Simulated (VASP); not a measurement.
# InSb (F-43m) in VASP: notebook, part 2 of 2

VASP 6.6.1. The steps go on from the part before.

## Step 3: Relaxation of the atoms, r2SCAN

This run uses another cell than the first one, of 37.37 Å³/atom.

The input, POSCAR:

```
InSb
1.0
    0.0000000000      3.3433848400      3.3433848400
    3.3433848400      0.0000000000      3.3433848400
    3.3433848400      3.3433848400      0.0000000000
In Sb
1 1
Direct
    0.0000000000      0.0000000000      0.0000000000
    0.2500000000      0.2500000000      0.2500000000
```

The input, INCAR.step1:

```
SYSTEM = InSb
PREC = Accurate ; ENCUT = 520
ISMEAR = -1 ; SIGMA = 0.1
LREAL = .FALSE. ; LASPH = .TRUE.
NELM = 60 ; GGA = PE
ALGO = Normal ; EDIFF = 1E-4
LWAVE = .TRUE. ; LCHARG = .FALSE.
```

The input, INCAR.step2:

```
SYSTEM = InSb
PREC = Accurate ; ENCUT = 520
EDIFF = 1E-6 ; ISMEAR = -1
SIGMA = 0.1 ; LREAL = .FALSE.
LASPH = .TRUE. ; NELM = 60
ALGO = Normal ; ISIF = 2
LWAVE = .FALSE. ; LCHARG = .FALSE.
METAGGA = R2SCAN ; LMIXTAU = .TRUE.
IBRION = 2 ; NSW = 50
EDIFFG = -0.01 ; ISTART = 1
```

The input, KPOINTS:

```
Automatic mesh
0
G
  9 9 9
  0 0 0
```

Potentials or basis: VASP PAW PBE potentials, release 64 (In_d, Sb).

On the command line:

```sh
$ cat potpaw_PBE.64/In_d/POTCAR potpaw_PBE.64/Sb/POTCAR > POTCAR
$ cp INCAR.step1 INCAR
$ mpirun -np 1 vasp_std > vasp.out
$ cp INCAR.step2 INCAR
$ mpirun -np 1 vasp_std > vasp.out
```

OUTCAR:

```text
SYSTEM = InSb
   PREC = Accurate
   ENCUT = 520
   EDIFF = 1E-6
   ISMEAR = -1
   LREAL = .FALSE.
   LASPH = .TRUE.
   NELM = 60
   ISIF = 2
   METAGGA = R2SCAN
   IBRION = 2
   NSW = 50
   EDIFFG = -0.01
   ISTART = 1

 ion  position               nearest neighbor table
   1  0.000  0.000  0.000-   2 2.90   2 2.90   2 2.90   2 2.90
   2  0.250  0.250  0.250-   1 2.90   1 2.90   1 2.90   1 2.90

  LATTYP: Found a face centered cubic cell.
 ALAT       =     6.6867696800

  Lattice vectors:

 A1 = (   0.0000000000,   3.3433848400,   3.3433848400)
 A2 = (   3.3433848400,   0.0000000000,   3.3433848400)
 A3 = (   3.3433848400,   3.3433848400,   0.0000000000)

Analysis of symmetry for initial positions (statically):
=====================================================================
 Subroutine PRICEL returns:
 Original cell was already a primitive cell.

 Routine SETGRP: Setting up the symmetry group for a
 face centered cubic supercell.

 Subroutine GETGRP returns: Found 24 space group operations
 (whereof 24 operations were pure point group operations)
 out of a pool of 48 trial point group operations.

The static configuration has the point symmetry T_d .

Analysis of symmetry for dynamics (positions and initial velocities):
=====================================================================
 Subroutine PRICEL returns:
 Original cell was already a primitive cell.

 Routine SETGRP: Setting up the symmetry group for a
 face centered cubic supercell.

 Subroutine GETGRP returns: Found 24 space group operations
 (whereof 24 operations were pure point group operations)
 out of a pool of 48 trial point group operations.

The dynamic configuration has the point symmetry T_d .

 Subroutine INISYM returns: Found 24 space group operations
 (whereof 24 operations are pure point group operations),
 and found     1 'primitive' translations

----------------------------------------------------------------------------------------

                                     Primitive cell

  volume of cell :      74.7462

  direct lattice vectors                    reciprocal lattice vectors
     0.000000000  3.343384840  3.343384840    -0.149549042  0.149549042  0.149549042
     3.343384840  0.000000000  3.343384840     0.149549042 -0.149549042  0.149549042
     3.343384840  3.343384840  0.000000000     0.149549042  0.149549042 -0.149549042

  length of vectors
     4.728260185  4.728260185  4.728260185     0.259026539  0.259026539  0.259026539

  position of ions in fractional coordinates (direct lattice)
     0.000000000  0.000000000  0.000000000
     0.250000000  0.250000000  0.250000000

  ion indices of the primitive-cell ions
   primitive index   ion index
                 1           1
                 2           2

----------------------------------------------------------------------------------------

 KPOINTS: Automatic mesh

Automatic generation of k-mesh.
 Grid dimensions read from file:
 generate k-points for:    9    9    9

 Generating k-lattice:

  Cartesian coordinates                     Fractional coordinates (reciprocal lattice)
    -0.016616560  0.016616560  0.016616560     0.111111111  0.000000000  0.000000000
     0.016616560 -0.016616560  0.016616560     0.000000000  0.111111111  0.000000000
     0.016616560  0.016616560 -0.016616560     0.000000000  0.000000000  0.111111111

  Length of vectors
     0.028780727  0.028780727  0.028780727

  Shift w.r.t. Gamma in fractional coordinates (k-lattice)
     0.000000000  0.000000000  0.000000000

 Subroutine IBZKPT returns following result:
 ===========================================

 Found     35 irreducible k-points:

 Following reciprocal coordinates:
            Coordinates               Weight
  0.000000  0.000000  0.000000      1.000000
  0.111111  0.000000  0.000000      8.000000
  0.222222  0.000000  0.000000      8.000000
  0.333333  0.000000  0.000000      8.000000
  0.444444  0.000000  0.000000      8.000000
  0.111111  0.111111  0.000000      6.000000
[... 16 lines left out ...]
 -0.333333  0.333333  0.000000     12.000000
  0.444444  0.444444  0.000000      6.000000
 [... further k-points ...]
   k-points           NKPTS =     35   k-points in BZ     NKDIM =     35   number of bands    NBANDS=     13
   number of dos      NEDOS =    301   number of ions     NIONS =      2
   total plane-waves  NPLWV =  46656
   dimension x,y,z NGX =    36 NGY =   36 NGZ =   36
   dimension x,y,z NGXF=    72 NGYF=   72 NGZF=   72
   ions per type =               1   1
   NGX,Y,Z   is equivalent  to a cutoff of  12.66, 12.66, 12.66 a.u.
   NGXF,Y,Z  is equivalent  to a cutoff of  25.32, 25.32, 25.32 a.u.
 SYSTEM =  InSb
   PREC   = accura    normal or accurate (medium, high low for compatibility)
   ISTART =      1    job   : 0-new  1-cont  2-samecut
   ICHARG =      0    charge: 1-file 2-atom 10-const
   ISPIN  =      1    spin polarized calculation?
   LNONCOLLINEAR =      F non collinear calculations
   LSORBIT =      F    spin-orbit coupling
   LASPH  =      T    aspherical Exc in radial PAW
   ENCUT  =  520.0 eV  38.22 Ry    6.18 a.u.   8.79  8.79  8.79*2*pi/ulx,y,z
   NELM   =     60;   NELMIN=  2; NELMDL=  0     # of ELM steps
   EDIFF  = 0.1E-05   stopping-criterion for ELM
   LREAL  =      F    real-space projection
   EDIFFG = -.1E-01   stopping-criterion for IOM
   NSW    =     50    number of steps for IOM
   IBRION =      2    ionic relax: 0-MD 1-quasi-New 2-CG
   NFREE  =      1    steps in history (QN), initial steepest desc. (CG)
   ISIF   =      2    stress and relaxation
   ISYM   =      2    0-nonsym 1-usesym 2-fastsym
   POTIM  = 0.5000    time-step for ionic-motion
   TEBEG  =    0.0;   TEEND  =   0.0 temperature during run
   PSTRESS=    0.0 pullay stress
   NELECT =      18.0000    total number of electrons
   NUPDOWN=      -1.0000    fix difference up-down
   EMIN   =  10.00;   EMAX   =-10.00  energy-range for DOS
   EFERMI =   0.00;   METHOD = LEGACY
   ISMEAR =    -1;   SIGMA  =   0.10  broadening in eV -4-tet -1-fermi 0-gaus
   EFERMI_NEDOS =   21; number of points for ismear=-14 and -15
   IALGO  =     38    algorithm
   IMIX   =      4    mixing-type and parameters
     AMIX     =   0.40;   BMIX     =  1.00
     AMIX_MAG =   1.60;   BMIX_MAG =  1.00
  volume/ion in A,a.u.               =      37.37       252.21
  Fermi-wavevector in a.u.,A,eV,Ry     =   1.018519  1.924723 14.114435  1.037382
  Thomas-Fermi vector in A             =   2.151982
   LORBIT       =      0    0 simple, 1 ext, 2 COOP (PROOUT), +10 PAW based schemes
   METAGGA = R2SCAN    functional components
   LHFCALC =     F    Hartree Fock is set to
   AEXX    =    0.0000 exact exchange contribution
   IVDW    =     0    specifies the selected vdW correction
   LEPSILON=     F    determine dielectric tensor
   LRPA    =     F    only Hartree local field effects (RPA)
 conjugate gradient relaxation of ions
 non-spin polarized calculation
  energy-cutoff  :      520.00
  volume of cell :       74.75
 maximum number of plane-waves:      2025
   NGX = 17   NGY = 17   NGZ = 17

 number of electron      18.0000006 magnetization

 Free energy of the ion-electron system (eV)
  ---------------------------------------------------
  ext. energy  EPLUGINS =         0.00000000
  ---------------------------------------------------
  free energy    TOTEN  =       -48.73690862 eV

  energy without entropy =      -48.73534773  energy(sigma->0) =      -48.73612818

 E-fermi :   4.1707     XC(G=0):  -8.8239

 val. band max:        3.9629689466   @ k =   0.0000   0.0000   0.0000
 cond. band min:       4.6342280054   @ k =   0.4444   0.0000   0.0000
 fundamental gap:      0.6712590588
 Fermi energy:         4.1707030620

 k-point     1 :       0.0000    0.0000    0.0000
  band No.  band energies     occupation
      1     -10.9606      2.00000
      2     -10.9606      2.00000
      3     -10.9606      2.00000
      4     -10.8849      2.00000
      5     -10.8849      2.00000
      6      -6.5738      2.00000
      7       3.6327      1.99083
      8       3.9630      1.77736
      9       3.9630      1.77736
     10       3.9630      1.77736
     11       7.1866      0.00000
     12       7.1866      0.00000
     13       7.1866      0.00000
[... 353 lines left out ...]
 k-point    24 :       0.4444    0.4444    0.0000
  band No.  band energies     occupation
      1     -11.0191      2.00000
      2     -10.9281      2.00000
      3     -10.9281      2.00000
      4     -10.8979      2.00000
      5     -10.8777      2.00000
      6      -4.9195      2.00000
      7      -1.5641      2.00000
      8       1.9527      2.00000
      9       1.9527      2.00000
     10       5.4913      0.00000
     11       5.8146      0.00000
     12      11.8379      0.00000
     13      11.8379      0.00000

 [... further k-points ...]
[... 5 lines left out ...]
  --------------------------------------------------------------------------------------
  -------------------------------------------------------------------------------------
  Total       -1.0406269     -1.0406269     -1.0406269     -0.0000000      0.0000000     -0.0000000
  in kB      -22.3057336    -22.3057336    -22.3057336     -0.0000000      0.0000000     -0.0000000
  external PRESSURE =     -22.3057336 kB  Pullay stress =       0.0000000 kB

 VOLUME and BASIS-vectors are now :
 -----------------------------------------------------------------------------
  energy-cutoff  :      520.00
  volume of cell :       74.75
      direct lattice vectors                 reciprocal lattice vectors
     0.000000000  3.343384840  3.343384840    -0.149549042  0.149549042  0.149549042
     3.343384840  0.000000000  3.343384840     0.149549042 -0.149549042  0.149549042
     3.343384840  3.343384840  0.000000000     0.149549042  0.149549042 -0.149549042

 POSITION                                       TOTAL-FORCE (eV/Angst)
 -----------------------------------------------------------------------------------
      0.00000      0.00000      0.00000        -0.000000     -0.000000     -0.000000
      1.67169      1.67169      1.67169         0.000000      0.000000      0.000000
 -----------------------------------------------------------------------------------
    total drift:                               -0.000002     -0.000002     -0.000002

  FREE ENERGIE OF THE ION-ELECTRON SYSTEM (eV)
  ---------------------------------------------------
  free  energy   TOTEN  =       -48.7369086162 eV

  energy  without entropy=      -48.7353477347  energy(sigma->0) =      -48.73612818

 reached required accuracy - stopping structural energy minimisation
```

Run time: 59 s. Hardware: 1 thread of Intel Xeon 6975P-C (Granite Rapids), shared host; peak memory 0.23 GiB.

Results:

```
Free energy             : -48.7369 eV
Pressure after relaxing : -2.2 GPa
Band gap on the k mesh  : zero (filled and empty bands touch)
```

Final structure:
```xyz
2
Lattice="0.0000 3.3434 3.3434 3.3434 0.0000 3.3434 3.3434 3.3434 0.0000" Properties=species:S:1:pos:R:3 pbc="T T T"
In    0.0000    0.0000    0.0000
Sb    1.6717    1.6717    1.6717
```

Levels at points of the mesh, in eV from the Fermi level:
```tsv
k point	band 6	band 7	band 8	band 9	band 10	band 11	band 12	band 13
(0.00, 0.00, 0.00)	-10.74	-0.54	-0.21	-0.21	-0.21	3.02	3.02	3.02
```

Caveat: the relaxation stopped at its first step, so nothing moved; semilocal functionals underestimate gaps, so a narrow gap can read as zero; the PAW data sets were made with another functional, which shifts forces and pressure a little; spin-orbit coupling is left out, which moves the levels of the heavy elements.
